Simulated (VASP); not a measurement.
The system is LuBC.

```xyz
6
Lattice="2.9911 0.0000 0.0000 -1.4955 2.5903 0.0000 0.0000 0.0000 7.7442" Properties=species:S:1:pos:R:3 pbc="T T T"
Lu    0.0000    0.0000    0.0000
Lu    0.0000    0.0000    3.8721
B     1.4955    0.8634    1.9360
B     0.0000    1.7269    5.8081
C     1.4955    0.8634    5.8081
C     0.0000    1.7269    1.9360
```

Base run:

- Program: VASP 6.6.1
- Functional: RPBE
- Potentials or basis: VASP PAW PBE potentials, release 64 (Lu, B, C)
- Cutoff: 520 eV
- k mesh: 10 × 10 × 4
- Occupations: methfessel-paxton, width 0.15 eV
- Spin: no spin polarisation

Its results: band gap on the k mesh zero (band 32 reaches 7.51 eV, above the bottom of band 33 at 6.94 eV); pressure 4.9 GPa.

Problem. After a change of settings the same cell gave: band gap on the k mesh zero (band 32 reaches 6.98 eV, above the bottom of band 33 at 6.47 eV); pressure -10.9 GPa. Which change was it?
A. functional from RPBE to LDA; further incar settings from ALGO = Normal; EDIFF = 1e-06; NBANDS = 41 to ALGO = Normal; EDIFF = 1e-07; NBANDS = 41
B. functional from RPBE to BLYP
C. functional from RPBE to PBEsol

Solution. A.

Caveats: the PAW data sets were made with another functional, which shifts forces and pressure a little; spin-orbit coupling is left out, which moves the levels of the heavy elements.
